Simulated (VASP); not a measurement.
# BeTe3 (Pm-3m) in VASP: notebook

The runs below take BeTe3 through single point, relaxation of cell and atoms, with PBE.

Everything below comes from runs of VASP 6.6.1. Logs are shortened: lines on timing, memory, paths and dates and some standing lists are left out, and cuts for length are marked.

## (1) The cell of the first run

It takes space group Pm-3m (No. 221, cubic). Conventional cell: a = 4.660 Å, b = 4.660 Å, c = 4.660 Å, α = 90.00°, β = 90.00°, γ = 90.00°. Be (site symmetry m-3m) has 12 Te at 3.29 Å within 4.3 Å. Within 4.3 Å of Te (site symmetry 4/mmm) lie 4 Be at 3.29 Å and 8 Te at 3.29 Å.

## (2) Single point, PBE

Input file INCAR:

```
SYSTEM = BeTe3
  ALGO = Normal
  EDIFF = 1E-6
  ENCUT = 520
  GGA = PE
  ISIF = 2
  ISMEAR = 0
  LASPH = .True.
  LCHARG = .False.
  LREAL = .False.
  LWAVE = .False.
  NBANDS = 18
  NELM = 100
  PREC = Accurate
  SIGMA = 0.1
```

Input file KPOINTS:

```
k-points
0
Gamma
  10 10 10
  0 0 0
```

Input file POSCAR:

```
BeTe3
1.0
    4.6597544959      0.0000000000      0.0000000000
    0.0000000000      4.6597544959      0.0000000000
    0.0000000000      0.0000000000      4.6597544959
Be Te
1 3
Direct
    0.0000000000      0.0000000000      0.0000000000
    0.5000000000      0.0000000000      0.5000000000
    0.0000000000      0.5000000000      0.5000000000
    0.5000000000      0.5000000000      0.0000000000
```

Potentials or basis: VASP PAW PBE potentials, release 64 (Be, Te).

Run with:

```
cat potpaw_PBE.64/Be/POTCAR potpaw_PBE.64/Te/POTCAR > POTCAR
mpirun -np 1 vasp_std > vasp.out
```

OUTCAR:

```text
SYSTEM = BeTe3
   EDIFF = 1E-6
   ENCUT = 520
   GGA = PE
   ISIF = 2
   ISMEAR = 0
   LASPH = .True.
   LREAL = .False.
   NELM = 100
   PREC = Accurate

 ion  position               nearest neighbor table
   1  0.000  0.000  0.000-
   2  0.500  0.000  0.500-   3 3.29   4 3.29   4 3.29   3 3.29   4 3.29   4 3.29   3 3.29   3 3.29

   3  0.000  0.500  0.500-   2 3.29   4 3.29   4 3.29   2 3.29   2 3.29   4 3.29   4 3.29   2 3.29

   4  0.500  0.500  0.000-   2 3.29   3 3.29   2 3.29   3 3.29   2 3.29   2 3.29   3 3.29   3 3.29

  LATTYP: Found a simple cubic cell.
 ALAT       =     4.6597544959

  Lattice vectors:

 A1 = (   4.6597544959,   0.0000000000,   0.0000000000)
 A2 = (   0.0000000000,   4.6597544959,   0.0000000000)
 A3 = (   0.0000000000,   0.0000000000,   4.6597544959)

Analysis of symmetry for initial positions (statically):
=====================================================================
 Subroutine PRICEL returns:
 Original cell was already a primitive cell.

 Routine SETGRP: Setting up the symmetry group for a
 simple cubic supercell.

 Subroutine GETGRP returns: Found 48 space group operations
 (whereof 48 operations were pure point group operations)
 out of a pool of 48 trial point group operations.

The static configuration has the point symmetry O_h .

Analysis of symmetry for dynamics (positions and initial velocities):
=====================================================================
 Subroutine PRICEL returns:
 Original cell was already a primitive cell.

 Routine SETGRP: Setting up the symmetry group for a
 simple cubic supercell.

 Subroutine GETGRP returns: Found 48 space group operations
 (whereof 48 operations were pure point group operations)
 out of a pool of 48 trial point group operations.

The dynamic configuration has the point symmetry O_h .

 Subroutine INISYM returns: Found 48 space group operations
 (whereof 48 operations are pure point group operations),
 and found     1 'primitive' translations

----------------------------------------------------------------------------------------

                                     Primitive cell

  volume of cell :     101.1787

  direct lattice vectors                    reciprocal lattice vectors
     4.659754496  0.000000000  0.000000000     0.214603581  0.000000000  0.000000000
     0.000000000  4.659754496  0.000000000     0.000000000  0.214603581  0.000000000
     0.000000000  0.000000000  4.659754496     0.000000000  0.000000000  0.214603581

  length of vectors
     4.659754496  4.659754496  4.659754496     0.214603581  0.214603581  0.214603581

  position of ions in fractional coordinates (direct lattice)
     0.000000000  0.000000000  0.000000000
     0.500000000  0.000000000  0.500000000
     0.000000000  0.500000000  0.500000000
     0.500000000  0.500000000  0.000000000

  ion indices of the primitive-cell ions
   primitive index   ion index
                 1           1
                 2           2
                 3           3
                 4           4

----------------------------------------------------------------------------------------

 KPOINTS: k-points

Automatic generation of k-mesh.
 Grid dimensions read from file:
 generate k-points for:   10   10   10

 Generating k-lattice:

  Cartesian coordinates                     Fractional coordinates (reciprocal lattice)
     0.021460358  0.000000000  0.000000000     0.100000000  0.000000000  0.000000000
     0.000000000  0.021460358  0.000000000     0.000000000  0.100000000  0.000000000
     0.000000000  0.000000000  0.021460358     0.000000000  0.000000000  0.100000000

  Length of vectors
     0.021460358  0.021460358  0.021460358

  Shift w.r.t. Gamma in fractional coordinates (k-lattice)
     0.000000000  0.000000000  0.000000000

 Subroutine IBZKPT returns following result:
 ===========================================

 Found     56 irreducible k-points:

 Following reciprocal coordinates:
            Coordinates               Weight
  0.000000  0.000000  0.000000      1.000000
  0.100000  0.000000  0.000000      6.000000
  0.200000  0.000000  0.000000      6.000000
  0.300000  0.000000  0.000000      6.000000
  0.400000  0.000000  0.000000      6.000000
  0.500000  0.000000  0.000000      3.000000
[... 16 lines left out ...]
  0.200000  0.100000  0.100000     24.000000
  0.300000  0.100000  0.100000     24.000000
 [... further k-points ...]
   k-points           NKPTS =     56   k-points in BZ     NKDIM =     56   number of bands    NBANDS=     18
   number of dos      NEDOS =    301   number of ions     NIONS =      4
   total plane-waves  NPLWV =  46656
   dimension x,y,z NGX =    36 NGY =   36 NGZ =   36
   dimension x,y,z NGXF=    72 NGYF=   72 NGZF=   72
   ions per type =               1   3
   NGX,Y,Z   is equivalent  to a cutoff of  12.84, 12.84, 12.84 a.u.
   NGXF,Y,Z  is equivalent  to a cutoff of  25.69, 25.69, 25.69 a.u.
 SYSTEM =  BeTe3
   PREC   = accura    normal or accurate (medium, high low for compatibility)
   ISTART =      0    job   : 0-new  1-cont  2-samecut
   ICHARG =      2    charge: 1-file 2-atom 10-const
   ISPIN  =      1    spin polarized calculation?
   LNONCOLLINEAR =      F non collinear calculations
   LSORBIT =      F    spin-orbit coupling
   LASPH  =      T    aspherical Exc in radial PAW
   ENCUT  =  520.0 eV  38.22 Ry    6.18 a.u.   8.66  8.66  8.66*2*pi/ulx,y,z
   NELM   =    100;   NELMIN=  2; NELMDL= -5     # of ELM steps
   EDIFF  = 0.1E-05   stopping-criterion for ELM
   LREAL  =      F    real-space projection
   EDIFFG = 0.1E-04   stopping-criterion for IOM
   NSW    =      0    number of steps for IOM
   IBRION =     -1    ionic relax: 0-MD 1-quasi-New 2-CG
   NFREE  =      0    steps in history (QN), initial steepest desc. (CG)
   ISIF   =      2    stress and relaxation
   ISYM   =      2    0-nonsym 1-usesym 2-fastsym
   POTIM  = 0.5000    time-step for ionic-motion
   TEBEG  =    0.0;   TEEND  =   0.0 temperature during run
   PSTRESS=    0.0 pullay stress
   NELECT =      20.0000    total number of electrons
   NUPDOWN=      -1.0000    fix difference up-down
   EMIN   =  10.00;   EMAX   =-10.00  energy-range for DOS
   EFERMI =   0.00;   METHOD = LEGACY
   ISMEAR =     0;   SIGMA  =   0.10  broadening in eV -4-tet -1-fermi 0-gaus
   EFERMI_NEDOS =   21; number of points for ismear=-14 and -15
   IALGO  =     38    algorithm
   IMIX   =      4    mixing-type and parameters
     AMIX     =   0.40;   BMIX     =  1.00
     AMIX_MAG =   1.60;   BMIX_MAG =  1.00
  volume/ion in A,a.u.               =      25.29       170.70
  Fermi-wavevector in a.u.,A,eV,Ry     =   0.953649  1.802135 12.373764  0.909446
  Thomas-Fermi vector in A             =   2.082323
   LORBIT       =      0    0 simple, 1 ext, 2 COOP (PROOUT), +10 PAW based schemes
   GGA     = PE    functional components
   LHFCALC =     F    Hartree Fock is set to
   AEXX    =    0.0000 exact exchange contribution
   IVDW    =     0    specifies the selected vdW correction
   LEPSILON=     F    determine dielectric tensor
   LRPA    =     F    only Hartree local field effects (RPA)
 non-spin polarized calculation
 Gauss-broadening in eV      SIGMA  =   0.10
  energy-cutoff  :      520.00
  volume of cell :      101.18
 maximum number of plane-waves:      2800
 NGX is ok and might be reduce to    36
   NGX = 17   NGY = 17   NGZ = 17

 number of electron      19.9999997 magnetization

 Free energy of the ion-electron system (eV)
  ---------------------------------------------------
  ext. energy  EPLUGINS =         0.00000000
  ---------------------------------------------------
  free energy    TOTEN  =        -9.99766376 eV

  energy without entropy =       -9.98344554  energy(sigma->0) =       -9.99055465

 E-fermi :   7.3650     XC(G=0):  -9.8307

 val. band max:        7.3256667270   @ k =   0.5000   0.4000   0.2000
 cond. band min:       7.3790548672   @ k =   0.3000   0.3000   0.2000
 fundamental gap:      0.0533881403
 Fermi energy:         7.3649720361

 k-point     1 :       0.0000    0.0000    0.0000
  band No.  band energies     occupation
      1      -6.6829      2.00000
      2      -2.5042      2.00000
      3      -2.5042      2.00000
      4       2.0689      2.00000
      5       2.0689      2.00000
      6       2.0689      2.00000
[... 10 lines left out ...]
     17      12.2455      0.00000
     18      12.2455      0.00000

 k-point     2 :       0.1000    0.0000    0.0000
  band No.  band energies     occupation
      1      -6.6266      2.00000
      2      -2.6976      2.00000
      3      -2.4910      2.00000
      4       2.1332      2.00000
      5       2.1332      2.00000
      6       2.2241      2.00000
[... 10 lines left out ...]
     17      12.3151      0.00000
     18      12.3440      0.00000

 k-point     3 :       0.2000    0.0000    0.0000
  band No.  band energies     occupation
      1      -6.4607      2.00000
      2      -3.1778      2.00000
      3      -2.4560      2.00000
      4       2.3225      2.00000
      5       2.3225      2.00000
      6       2.5968      2.00000
[... 10 lines left out ...]
     17      12.4664      0.00000
     18      12.5335      0.00000

 k-point     4 :       0.3000    0.0000    0.0000
  band No.  band energies     occupation
      1      -6.1983      2.00000
      2      -3.7670      2.00000
      3      -2.4114      2.00000
      4       2.6209      2.00000
      5       2.6209      2.00000
      6       3.0422      2.00000
[... 375 lines left out ...]
      4       1.8296      2.00000
      5       2.6037      2.00000
      6       2.6037      2.00000
[... 10 lines left out ...]
     17      12.3058      0.00000
     18      12.4227      0.00000

 k-point    23 :       0.2000    0.1000    0.1000
  band No.  band energies     occupation
      1      -6.3488      2.00000
      2      -3.1845      2.00000
      3      -2.7087      2.00000
      4       1.8163      2.00000
      5       2.7604      2.00000
      6       3.1562      2.00000
[... 10 lines left out ...]
     17      12.5958      0.00000
     18      12.8020      0.00000

 k-point    24 :       0.3000    0.1000    0.1000
  band No.  band energies     occupation
      1      -6.0871      2.00000
      2      -3.7361      2.00000
      3      -2.6521      2.00000
      4       2.0167      2.00000
      5       3.0093      2.00000
      6       3.5499      2.00000
[... 10 lines left out ...]
     17      12.9697      0.00000
     18      13.8571      0.00000

 [... further k-points ...]
[... 5 lines left out ...]
  --------------------------------------------------------------------------------------
  -------------------------------------------------------------------------------------
  Total       -0.0601073     -0.0601073     -0.0601073     -0.0000000     -0.0000000      0.0000000
  in kB       -0.9518067     -0.9518067     -0.9518067     -0.0000000     -0.0000000      0.0000000
  external PRESSURE =      -0.9518067 kB  Pullay stress =       0.0000000 kB

 VOLUME and BASIS-vectors are now :
 -----------------------------------------------------------------------------
  energy-cutoff  :      520.00
  volume of cell :      101.18
      direct lattice vectors                 reciprocal lattice vectors
     4.659754496  0.000000000  0.000000000     0.214603581  0.000000000  0.000000000
     0.000000000  4.659754496  0.000000000     0.000000000  0.214603581  0.000000000
     0.000000000  0.000000000  4.659754496     0.000000000  0.000000000  0.214603581

 POSITION                                       TOTAL-FORCE (eV/Angst)
 -----------------------------------------------------------------------------------
      0.00000      0.00000      0.00000         0.000000      0.000000      0.000000
      2.32988      0.00000      2.32988         0.000000      0.000000      0.000000
      0.00000      2.32988      2.32988         0.000000      0.000000      0.000000
      2.32988      2.32988      0.00000         0.000000      0.000000      0.000000
 -----------------------------------------------------------------------------------
    total drift:                               -0.000000      0.000000      0.000000

  FREE ENERGIE OF THE ION-ELECTRON SYSTEM (eV)
  ---------------------------------------------------
  free  energy   TOTEN  =        -9.9976637618 eV

  energy  without entropy=       -9.9834455394  energy(sigma->0) =       -9.99055465
```

Run time: 33 s. Hardware: 1 thread of Intel Xeon Platinum 8488C (Sapphire Rapids), shared host; peak memory 0.25 GiB.

Results:

| Item | Value |
| --- | --- |
| Free energy | -9.9977 eV |
| Pressure | -0.1 GPa |
| Band gap on the k mesh | zero (band 10 reaches 9.34 eV, above the bottom of band 11 at 7.00 eV) |

Caveat: spin-orbit coupling is left out, which moves the levels of the heavy elements.

## (3) Relaxation of cell and atoms, PBE

This run uses another cell than the first one, of 25.94 Å³/atom, 1.026 times its volume.

Input file INCAR:

```
PREC = Accurate
ENCUT = 600
EDIFF = 1E-6
ISMEAR = 0
SIGMA = 0.1
LREAL = F
LASPH = T
NELM = 100
ALGO = Normal
ISIF = 3
LWAVE = F
LCHARG = F
GGA = PE
IBRION = 2
NSW = 100
EDIFFG = -0.01
```

Input file KPOINTS:

```
Automatic mesh
0
Gamma
  10 10 10
```

Input file POSCAR:

```
BeTe3
1.0
    4.6992115800      0.0000000000      0.0000000000
    0.0000000000      4.6992115800      0.0000000000
    0.0000000000      0.0000000000      4.6992115800
Be Te
1 3
Direct
    0.0000000000      0.0000000000      0.0000000000
    0.5000000000      0.0000000000      0.5000000000
    0.0000000000      0.5000000000      0.5000000000
    0.5000000000      0.5000000000      0.0000000000
```

Potentials or basis: VASP PAW PBE potentials, release 64 (Be, Te).

Run with:

```
cat potpaw_PBE.64/Be/POTCAR potpaw_PBE.64/Te/POTCAR > POTCAR
mpirun -np 1 vasp_std > vasp.out
```

Run time: 100 s. Hardware: 1 thread of Intel Xeon Platinum 8488C (Sapphire Rapids), shared host; peak memory 0.31 GiB.

The run converged. Its results:

| Item | Value |
| --- | --- |
| Free energy | -9.9979 eV |
| Relaxed volume | 25.25 Å³/atom |
| Relaxed cell | a = 4.657 Å, b = 4.657 Å, c = 4.657 Å, α = 90.00°, β = 90.00°, γ = 90.00° |
| Space group after relaxing (to 0.05 Å) | Pm-3m (No. 221) |
| Energy gained by relaxing | 2.9 meV/atom |
| Ionic steps | 3 |
| Pressure after relaxing | 0.0 GPa |
| Band gap on the k mesh | zero (band 10 reaches 9.37 eV, above the bottom of band 11 at 7.02 eV) |

Step by step:
```csv
step,energy change (eV),largest force (eV/Å),pressure (GPa),volume (Å³)
1,0.0000,0.0000,-1.28,103.77
2,-0.0113,0.0000,0.15,100.69
3,-0.0114,0.0000,0.00,100.99
```

Final structure:
```
Be Te
1.0
     4.65684    0.00000    0.00000
     0.00000    4.65684    0.00000
     0.00000    0.00000    4.65684
Be Te
1 3
Direct
  0.00000 0.00000 0.00000
  0.50000 0.00000 0.50000
  0.00000 0.50000 0.50000
  0.50000 0.50000 0.00000
```

Levels at points of the mesh, in eV from the Fermi level:
```tsv
k point	band 7	band 8	band 9	band 10	band 11	band 12	band 13	band 14
(0.00, 0.00, 0.00)	-1.95	-0.66	-0.66	-0.66	0.79	0.79	0.79	4.62
(0.50, 0.00, 0.00)	-2.82	-2.82	-2.09	-2.01	0.87	0.87	1.76	1.86
(0.50, 0.50, 0.00)	-2.49	-2.49	-2.25	-2.25	0.37	1.02	1.80	2.20
(0.50, 0.50, 0.50)	-5.68	-2.67	1.98	1.98	2.35	2.35	2.35	4.85
```

Caveat: spin-orbit coupling is left out, which moves the levels of the heavy elements.

## (4) Single point, PBE

This run uses another cell than the first one, of 25.94 Å³/atom, 1.026 times its volume.

Input file INCAR:

```
PREC = Accurate ; ENCUT = 520
EDIFF = 1E-6 ; ISMEAR = 0
SIGMA = 0.1 ; LREAL = False
LASPH = True ; NELM = 100
ALGO = Normal ; ISIF = 2
LWAVE = False ; LCHARG = False
GGA = PE ; NBANDS = 18
```

Input file KPOINTS:

```
regular mesh
0
Gamma
  4 4 4
```

POSCAR is that of step 3.

Run with:

```
cat potpaw_PBE.64/Be/POTCAR potpaw_PBE.64/Te/POTCAR > POTCAR
mpirun -np 1 vasp_std > vasp.out
```

Wall time 11 s (1 thread of Intel Xeon Platinum 8488C (Sapphire Rapids), shared host); peak memory 0.21 GiB.

Results (log left out):

```
Free energy            : -10.0182 eV
Pressure               : -1.6 GPa
Band gap on the k mesh : zero (band 10 reaches 8.96 eV, above the bottom of band 11 at 6.61 eV)
```

Levels at points of the mesh, in eV from the Fermi level:
| k point | band 7 | band 8 | band 9 | band 10 | band 11 | band 12 | band 13 | band 14 |
| --- | --- | --- | --- | --- | --- | --- | --- | --- |
| (0.00, 0.00, 0.00) | -2.00 | -0.78 | -0.78 | -0.78 | 0.68 | 0.68 | 0.68 | 4.49 |
| (0.50, 0.00, 0.00) | -2.84 | -2.84 | -2.14 | -2.02 | 0.73 | 0.73 | 1.63 | 1.66 |
| (0.50, 0.50, 0.00) | -2.58 | -2.58 | -2.30 | -2.30 | 0.23 | 0.97 | 1.64 | 1.95 |
| (0.50, 0.50, 0.50) | -5.63 | -2.71 | 1.81 | 1.81 | 2.10 | 2.10 | 2.10 | 4.67 |

Caveat: spin-orbit coupling is left out, which moves the levels of the heavy elements.

## (5) Summary

```tsv
task	cell	k mesh	cutoff (eV)	gap on the mesh (eV)	pressure (GPa)
single point	a = 4.660 Å, 4 atoms	10 × 10 × 10	520	none	-0.1
relaxation of cell and atoms	relaxed from a = 4.699 Å, 4 atoms	10 × 10 × 10	600	none	0.0
single point	a = 4.699 Å, 4 atoms	4 × 4 × 4	520	none	-1.6
```

Alike in all rows: level PBE; potentials or basis VASP PAW PBE potentials, release 64 (Be, Te); no spin polarisation; smearing gaussian 0.1 eV.

Caveats: spin-orbit coupling is left out, which moves the levels of the heavy elements.

Absolute energies hang on the potentials; compare differences alone.
